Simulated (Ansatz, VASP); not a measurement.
## Two plane-wave programs on Co

```
CELL_PARAMETERS angstrom
2.45657 0.00000 0.00000
0.00000 2.45657 0.00000
0.00000 0.00000 2.45657
ATOMIC_POSITIONS crystal
Co 0.00000 0.00000 0.00000
```

Alike in both runs: task single point; functional RPBE; k mesh 15 × 15 × 15; occupations fermi-dirac, width 0.05 eV; collinear spin.

```csv
,VASP,Ansatz
version,VASP 6.6.1,Ansatz 0.2.0
potentials or method,"VASP PAW PBE potentials, release 64 (Co), cutoff 520 eV","plane waves (420 eV) with PAW, scalar-relativistic"
valence electrons in the cell,9,17
```

```tsv
	VASP	Ansatz	Ansatz less VASP
pressure (GPa)	-12.0	-11.7	+0.28
net moment per atom (μB)	1.96	1.98	+0.022
size of the moment on the site where the two differ most (μB)	1.98	2.02	+0.038
```

VASP's potentials were made for PBE, not for RPBE. Site moments also hang on the region over which each program counts them. The functional is the same, so the differences come from potentials, cutoffs and numerics. VASP's potentials hold 9 valence electrons a cell and Ansatz's 17, so a difference there can come from the potentials and not from the codes.
